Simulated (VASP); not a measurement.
A run of VASP 6.6.1 is set up as follows.

INCAR

```
SYSTEM = H21ClO10
  ALGO = Normal
  EDIFF = 1E-6
  ENCUT = 520
  GGA = PE
  ISIF = 2
  ISMEAR = -1
  LASPH = .TRUE.
  LCHARG = .TRUE.
  LELF = .TRUE.
  LREAL = Auto
  LVHAR = .TRUE.
  LWAVE = .FALSE.
  NBANDS = 66
  NELM = 60
  PREC = Accurate
  SIGMA = 0.05
```

KPOINTS

```
k-points
0
G
  1 1 1
  0 0 0
```

The input POSCAR:

```
H21ClO10
1.0
    7.6986900000      0.0000000000      0.0000000000
    0.0000000000      7.6986900000      0.0000000000
    0.0000000000      0.0000000000      7.6986900000
O H Cl
10 21 1
Direct
    1.0341889334      0.8146580782      0.1330615988
    0.3776746433      0.9089338576      0.1361530338
    0.4204481542      0.9284826380      0.5945427079
    0.3789605764      0.1338279629      0.8918010727
    0.7876794624      0.3341087899      0.5197767412
    0.7572067456      0.1116683488      0.1253070328
    0.5661092991      0.4076927373      0.8228802563
    0.3661142350      0.5077746993      0.4876024363
    0.0916519564      0.3742195101      0.3081563227
    0.8050980102      0.8096961951      0.4990849093
    0.9263264270      0.8743955140      0.1473367547
    1.0075999943      0.6902992587      0.1257486663
    0.3862605196      1.0211867214      0.0367335222
    0.2594727155      0.8685763422      0.1211764599
    0.5327269964      0.8850466768      0.6029857028
    0.3612432765      0.8195160475      0.5777606320
    0.4492062935      0.2386639805      0.8868002219
    0.3797139513      0.0592178669      0.7895888781
    0.8996855309      0.3390446946      0.4563763445
    0.7101727697      0.2723580245      0.4389318183
    0.8574445782      0.0966657964      0.0618287007
    0.6673343127      0.0617897331      0.0451505386
    0.6213005070      0.4845759473      0.9031276750
    0.6564623332      0.3729335770      0.7358914309
    0.4618188289      0.5381954592      0.3976520681
    0.4438937014      0.4946296058      0.5802935305
    0.1233456601      0.2857109456      0.2168550753
    0.1957605774      0.3988730550      0.3738817903
    0.7528033990      0.7203693096      0.4298393623
    0.9035693085      0.7674682316      0.5577572288
    0.4722102072      0.8182560929      0.1316587627
    0.6201574554      0.6407973305      0.1789525231
```

Potentials or basis: VASP PAW PBE potentials, release 64 (O, H, Cl).

Command:

```bash
$ cat potpaw_PBE.64/O/POTCAR potpaw_PBE.64/H/POTCAR potpaw_PBE.64/Cl/POTCAR > POTCAR
$ mpirun -np 1 vasp_gam > vasp.out
```

Problem. Estimate the pressure.

Solution. 0.8 GPa.

Problem. Predict the largest force.

Solution. 3.440 eV/Å.

Problem. Estimate the band gap on the k mesh.

Solution. 4.25 eV.

Forces on the atoms (eV/Å):
```
O    1.335 -0.756 -0.504
O    0.089  3.054 -0.980
O   -2.113  0.907  0.335
O   -1.135 -1.480  2.104
O   -0.438 -0.262 -0.183
O   -3.359 -0.410  0.621
O    0.060 -0.889 -1.578
O    0.768  1.039 -2.800
O   -0.723 -1.223 -1.683
O   -1.256  1.768  0.197
H   -1.016  0.227  0.461
H   -0.115  0.384  0.192
H    0.099 -0.687  0.118
H   -1.328 -0.885  0.248
H    3.173 -0.430  0.039
H   -0.921 -0.462 -0.264
H    0.844  1.004 -0.651
H    0.347 -0.105 -1.059
H   -0.115  0.043  0.014
H    0.430  0.185  0.261
H    2.728 -0.043 -1.697
H    0.809  0.606  0.892
H    0.415  0.761  1.058
H   -0.234  0.208  0.338
H   -1.573 -0.188  0.286
H    0.856 -0.661  2.502
H   -0.288  1.122  1.313
H    0.928  0.180  0.489
H   -0.044 -0.839 -0.669
H    1.177 -0.864  0.590
H    0.437 -0.936  0.182
Cl   0.162 -0.368 -0.171
```

Caveat: the k points lie up to 0.82 Å⁻¹ apart.
